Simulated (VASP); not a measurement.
# SiC (P1) in VASP: single point with r2SCAN

Aim: the single point of SiC with r2SCAN.

Everything below comes from runs of VASP 6.6.1. Logs are shortened: lines on timing, memory, paths and dates and some standing lists are left out, and cuts for length are marked.

## (1) The cell of the first run

The typed cell holds 8 atoms: a = 3.080 Å, b = 6.160 Å, c = 5.054 Å, α = 90.00°, β = 90.00°, γ = 120.00°.

## (2) Single point, r2SCAN

Contents of POSCAR:

```
SiC
1.0
    3.0798120000      0.0000000000      0.0000000000
   -3.0798120000      5.3343900000      0.0000000000
    0.0000000000      0.0000000000      5.0542550000
Si C
4 4
Direct
    0.3313426545      0.3338424825     -0.0014180131
    0.6598448201      0.1540762861      0.4888301045
    0.3385567762      0.8323002255     -0.0038531890
    0.6904960185      0.6622459175      0.4935336662
    0.3202891700      0.3122094560      0.3624108795
    0.6542247019      0.1645620211      0.8734654267
    0.3776380749      0.8350062519      0.3767267382
    0.6880602589      0.6706540017      0.8755515897
```

Contents of INCAR.step1:

```
SYSTEM = SiC
PREC = Accurate ; ENCUT = 580
ISMEAR = 0 ; SIGMA = 0.01
LREAL = .False. ; LASPH = .True.
NELM = 120 ; NBANDS = 26
GGA = PE ; ALGO = Normal
EDIFF = 1E-5 ; LWAVE = .True.
LCHARG = .False. ; GGA_COMPAT = .False.
```

Contents of INCAR.step2:

```
SYSTEM = SiC
PREC = Accurate ; ENCUT = 580
EDIFF = 1E-6 ; ISMEAR = 0
SIGMA = 0.01 ; LREAL = .False.
LASPH = .True. ; NELM = 120
ALGO = Normal ; ISIF = 2
LWAVE = .False. ; LCHARG = .False.
METAGGA = R2SCAN ; LMIXTAU = .True.
NBANDS = 26 ; ISTART = 1
GGA_COMPAT = .False.
```

Contents of KPOINTS:

```
Automatic mesh
0
Gamma
  2 1 1
  0 0 0
```

Potentials or basis: VASP PAW PBE potentials, release 64 (Si, C).

Started as:

```
> cat potpaw_PBE.64/Si/POTCAR potpaw_PBE.64/C/POTCAR > POTCAR
> cp INCAR.step1 INCAR
> mpirun -np 1 vasp_std > vasp.out
> cp INCAR.step2 INCAR
> mpirun -np 1 vasp_std > vasp.out
```

OUTCAR:

```text
SYSTEM = SiC
   PREC = Accurate
   ENCUT = 580
   EDIFF = 1E-6
   ISMEAR = 0
   LREAL = .False.
   LASPH = .True.
   NELM = 120
   ISIF = 2
   METAGGA = R2SCAN
   ISTART = 1

 ion  position               nearest neighbor table
   1  0.331  0.334  0.999-   5 1.84   6 1.87   8 1.90   6 1.91   4 3.06   2 3.06   3 3.06   3 3.07
                             2 3.08   3 3.09   4 3.10   3 3.10   2 3.14
   2  0.660  0.154  0.489-   7 1.80   5 1.86   5 1.87   6 1.95   4 3.01   3 3.02   1 3.06   4 3.08
                             1 3.08   4 3.08   3 3.09   1 3.14
   3  0.339  0.832  0.996-   8 1.84   6 1.88   8 1.90   7 1.93   2 3.02   4 3.05   1 3.06   4 3.07
                             1 3.07   2 3.09   1 3.09   1 3.10   4 3.12   4 3.14
   4  0.690  0.662  0.494-   7 1.85   7 1.93   8 1.93   5 1.98   2 3.01   3 3.05   1 3.06   3 3.07
                             2 3.08   2 3.08   1 3.10   3 3.12   3 3.14
   5  0.320  0.312  0.362-   1 1.84   2 1.86   2 1.87   4 1.98
   6  0.654  0.165  0.873-   1 1.87   3 1.88   1 1.91   2 1.95
   7  0.378  0.835  0.377-   2 1.80   4 1.85   4 1.93   3 1.93
   8  0.688  0.671  0.876-   3 1.84   3 1.90   1 1.90   4 1.93

  LATTYP: Found a simple orthorhombic cell.
 ALAT       =     3.0798120000
 B/A-ratio  =     1.6410920537
 C/A-ratio  =     1.7320505278

  Lattice vectors:

 A1 = (  -3.0798120000,   0.0000000000,   0.0000000000)
 A2 = (   0.0000000000,   0.0000000000,   5.0542550000)
 A3 = (   0.0000000000,   5.3343900000,   0.0000000000)

Analysis of symmetry for initial positions (statically):
=====================================================================
 Subroutine PRICEL returns:
 Original cell was already a primitive cell.

 Routine SETGRP: Setting up the symmetry group for a
 simple orthorhombic supercell.

 Subroutine GETGRP returns: Found  1 space group operations
 (whereof  1 operations were pure point group operations)
 out of a pool of  8 trial point group operations.

The static configuration has the point symmetry C_1 .

Analysis of symmetry for dynamics (positions and initial velocities):
=====================================================================
 Subroutine PRICEL returns:
 Original cell was already a primitive cell.

 Routine SETGRP: Setting up the symmetry group for a
 simple orthorhombic supercell.

 Subroutine GETGRP returns: Found  1 space group operations
 (whereof  1 operations were pure point group operations)
 out of a pool of  8 trial point group operations.

The dynamic configuration has the point symmetry C_1 .

 Subroutine INISYM returns: Found  1 space group operations
 (whereof  1 operations are pure point group operations),
 and found     1 'primitive' translations

----------------------------------------------------------------------------------------

                                     Primitive cell

  volume of cell :      83.0359

  direct lattice vectors                    reciprocal lattice vectors
     3.079812000  0.000000000  0.000000000     0.324695144  0.187462859  0.000000000
    -3.079812000  5.334390000  0.000000000     0.000000000  0.187462859  0.000000000
     0.000000000  0.000000000  5.054255000     0.000000000  0.000000000  0.197853096

  length of vectors
     3.079812000  6.159623254  5.054255000     0.374925672  0.187462859  0.197853096

  position of ions in fractional coordinates (direct lattice)
     0.331342654  0.333842483  0.998581987
     0.659844820  0.154076286  0.488830105
     0.338556776  0.832300225  0.996146811
     0.690496018  0.662245918  0.493533666
     0.320289170  0.312209456  0.362410879
     0.654224702  0.164562021  0.873465427
     0.377638075  0.835006252  0.376726738
     0.688060259  0.670654002  0.875551590

  ion indices of the primitive-cell ions
   primitive index   ion index
                 1           1
                 2           2
                 3           3
                 4           4
                 5           5
                 6           6
                 7           7
                 8           8

----------------------------------------------------------------------------------------

 KPOINTS: Automatic mesh

Automatic generation of k-mesh.
 Grid dimensions read from file:
 generate k-points for:    2    1    1

 Generating k-lattice:

  Cartesian coordinates                     Fractional coordinates (reciprocal lattice)
     0.162347572  0.093731429  0.000000000     0.500000000 -0.000000000  0.000000000
     0.000000000  0.187462859  0.000000000     0.000000000  1.000000000  0.000000000
     0.000000000  0.000000000  0.197853096     0.000000000  0.000000000  1.000000000

  Length of vectors
     0.187462836  0.187462859  0.197853096

  Shift w.r.t. Gamma in fractional coordinates (k-lattice)
     0.000000000  0.000000000  0.000000000

 Subroutine IBZKPT returns following result:
 ===========================================

 Found      2 irreducible k-points:

 Following reciprocal coordinates:
            Coordinates               Weight
  0.000000  0.000000  0.000000      1.000000
  0.500000  0.000000  0.000000      1.000000
   k-points           NKPTS =      2   k-points in BZ     NKDIM =      2   number of bands    NBANDS=     26
   number of dos      NEDOS =    301   number of ions     NIONS =      8
   total plane-waves  NPLWV =  46080
   dimension x,y,z NGX =    24 NGY =   48 NGZ =   40
   dimension x,y,z NGXF=    48 NGYF=   96 NGZF=   80
   ions per type =               4   4
   NGX,Y,Z   is equivalent  to a cutoff of  12.96, 12.96, 13.16 a.u.
   NGXF,Y,Z  is equivalent  to a cutoff of  25.91, 25.91, 26.31 a.u.
 SYSTEM =  SiC
   PREC   = accura    normal or accurate (medium, high low for compatibility)
   ISTART =      1    job   : 0-new  1-cont  2-samecut
   ICHARG =      0    charge: 1-file 2-atom 10-const
   ISPIN  =      1    spin polarized calculation?
   LNONCOLLINEAR =      F non collinear calculations
   LSORBIT =      F    spin-orbit coupling
   LASPH  =      T    aspherical Exc in radial PAW
   ENCUT  =  580.0 eV  42.63 Ry    6.53 a.u.   6.05 12.10  9.92*2*pi/ulx,y,z
   NELM   =    120;   NELMIN=  2; NELMDL=  0     # of ELM steps
   EDIFF  = 0.1E-05   stopping-criterion for ELM
   LREAL  =      F    real-space projection
   EDIFFG = 0.1E-04   stopping-criterion for IOM
   NSW    =      0    number of steps for IOM
   IBRION =     -1    ionic relax: 0-MD 1-quasi-New 2-CG
   NFREE  =      0    steps in history (QN), initial steepest desc. (CG)
   ISIF   =      2    stress and relaxation
   ISYM   =      2    0-nonsym 1-usesym 2-fastsym
   POTIM  = 0.5000    time-step for ionic-motion
   TEBEG  =    0.0;   TEEND  =   0.0 temperature during run
   PSTRESS=    0.0 pullay stress
   NELECT =      32.0000    total number of electrons
   NUPDOWN=      -1.0000    fix difference up-down
   EMIN   =  10.00;   EMAX   =-10.00  energy-range for DOS
   EFERMI =   0.00;   METHOD = LEGACY
   ISMEAR =     0;   SIGMA  =   0.01  broadening in eV -4-tet -1-fermi 0-gaus
   EFERMI_NEDOS =   21; number of points for ismear=-14 and -15
   IALGO  =     38    algorithm
   IMIX   =      4    mixing-type and parameters
     AMIX     =   0.40;   BMIX     =  1.00
     AMIX_MAG =   1.60;   BMIX_MAG =  1.00
  volume/ion in A,a.u.               =      10.38        70.04
  Fermi-wavevector in a.u.,A,eV,Ry     =   1.191341  2.251308 19.310661  1.419294
  Thomas-Fermi vector in A             =   2.327405
   LORBIT       =      0    0 simple, 1 ext, 2 COOP (PROOUT), +10 PAW based schemes
   METAGGA = R2SCAN    functional components
   LHFCALC =     F    Hartree Fock is set to
   AEXX    =    0.0000 exact exchange contribution
   IVDW    =     0    specifies the selected vdW correction
   LEPSILON=     F    determine dielectric tensor
   LRPA    =     F    only Hartree local field effects (RPA)
 non-spin polarized calculation
 Gauss-broadening in eV      SIGMA  =   0.01
  energy-cutoff  :      580.00
  volume of cell :       83.04
 maximum number of plane-waves:      2632
   NGX = 13   NGY = 25   NGZ = 19

 number of electron      32.0000001 magnetization

 Free energy of the ion-electron system (eV)
  ---------------------------------------------------
  ext. energy  EPLUGINS =         0.00000000
  ---------------------------------------------------
  free energy    TOTEN  =       -73.79033156 eV

  energy without entropy =      -73.79033156  energy(sigma->0) =      -73.79033156

 E-fermi :   8.3720     XC(G=0): -11.8643

 val. band max:        8.2956133516   @ k =   0.0000   0.0000   0.0000
 cond. band min:      11.2758566673   @ k =   0.5000   0.0000   0.0000
 fundamental gap:      2.9802433157
 Fermi energy:         8.3720215148

 k-point     1 :       0.0000    0.0000    0.0000
  band No.  band energies     occupation
      1      -8.1371      2.00000
      2      -4.7684      2.00000
      3      -4.4810      2.00000
      4      -3.0986      2.00000
      5      -0.8035      2.00000
      6       0.0395      2.00000
      7       1.7405      2.00000
      8       2.5541      2.00000
      9       4.6854      2.00000
     10       4.9442      2.00000
     11       6.6804      2.00000
     12       6.7481      2.00000
     13       7.0688      2.00000
     14       8.1992      2.00000
     15       8.2227      2.00000
     16       8.2956      2.00000
     17      11.4343      0.00000
     18      12.6398      0.00000
     19      13.5126      0.00000
     20      14.8028      0.00000
     21      15.1186      0.00000
     22      15.3157      0.00000
     23      15.6969      0.00000
     24      15.7518      0.00000
     25      16.4245      0.00000
     26      17.5075      0.00000

 k-point     2 :       0.5000    0.0000    0.0000
  band No.  band energies     occupation
      1      -4.8125      2.00000
      2      -4.6508      2.00000
      3      -3.3916      2.00000
      4      -3.0837      2.00000
      5       0.0256      2.00000
      6       0.3472      2.00000
      7       1.5461      2.00000
      8       1.7410      2.00000
      9       2.5631      2.00000
     10       2.6534      2.00000
     11       4.5979      2.00000
     12       4.6795      2.00000
     13       4.8239      2.00000
     14       5.0226      2.00000
     15       6.8378      2.00000
     16       7.0920      2.00000
     17      11.2759      0.00000
     18      11.4074      0.00000
     19      12.7423      0.00000
     20      13.1399      0.00000
     21      15.3403      0.00000
     22      15.5878      0.00000
     23      15.8186      0.00000
     24      15.8764      0.00000
     25      18.5161      0.00000
     26      18.5659      0.00000

------------------------ aborting loop because EDIFF is reached ----------------------------------------

  FORCE on cell =-STRESS in cart. coord.  units (eV):
  Direction    XX          YY          ZZ          XY          YZ          ZX
  --------------------------------------------------------------------------------------
  -------------------------------------------------------------------------------------
  Total        3.6944433      3.7853052     -8.4439605     -0.1573322      0.0794828      0.3994615
  in kB       71.2842311     73.0374104   -162.9260981     -3.0357228      1.5336185      7.7076041
  external PRESSURE =      -6.2014856 kB  Pullay stress =       0.0000000 kB

 VOLUME and BASIS-vectors are now :
 -----------------------------------------------------------------------------
  energy-cutoff  :      580.00
  volume of cell :       83.04
      direct lattice vectors                 reciprocal lattice vectors
     3.079812000  0.000000000  0.000000000     0.324695144  0.187462859  0.000000000
    -3.079812000  5.334390000  0.000000000     0.000000000  0.187462859  0.000000000
     0.000000000  0.000000000  5.054255000     0.000000000  0.000000000  0.197853096

 POSITION                                       TOTAL-FORCE (eV/Angst)
 -----------------------------------------------------------------------------------
     -0.00770      1.78085      5.04709        -0.072470     -0.347666     -1.769287
      1.55767      0.82190      2.47067         0.453765      1.070324      0.161446
     -1.52064      4.43981      5.03478         0.571267      0.506417     -0.788393
      0.08701      3.53268      2.49445         0.332202     -0.654925     -0.543757
      0.02488      1.66545      1.83172        -0.185382      1.831147      1.809763
      1.50807      0.87784      4.41472         0.278158      0.480532      0.335525
     -1.40861      4.45425      1.90407        -0.833354     -2.052383      0.070871
      0.05361      3.57753      4.42526        -0.544186     -0.833445      0.723831
 -----------------------------------------------------------------------------------
    total drift:                                0.000081      0.000054     -0.001095

  FREE ENERGIE OF THE ION-ELECTRON SYSTEM (eV)
  ---------------------------------------------------
  free  energy   TOTEN  =       -73.7903315594 eV

  energy  without entropy=      -73.7903315594  energy(sigma->0) =      -73.79033156
```

It took 18 s on 1 thread of AMD EPYC 9R45 (Zen 5), shared host; peak memory 0.17 GiB.

Results:

```yaml
Free_energy: -73.7903 eV
Pressure: -0.6 GPa
Largest_force: 2.581 eV/Å
Band_gap_on_the_k_mesh: 2.98 eV
```

Forces in eV/Å, atoms in the order of the input:
```
Si  -0.072 -0.348 -1.769
Si   0.454  1.070  0.161
Si   0.571  0.506 -0.788
Si   0.332 -0.655 -0.544
C   -0.185  1.831  1.810
C    0.278  0.481  0.336
C   -0.833 -2.052  0.071
C   -0.544 -0.833  0.724
```

Caveat: the k points lie up to 1.24 Å⁻¹ apart; the PAW data sets were made with another functional, which shifts forces and pressure a little; an odd mesh through Γ misses points on the zone boundary, where band edges can lie. r2SCAN opens gaps a little over a GGA but as a rule still falls short of measured ones.
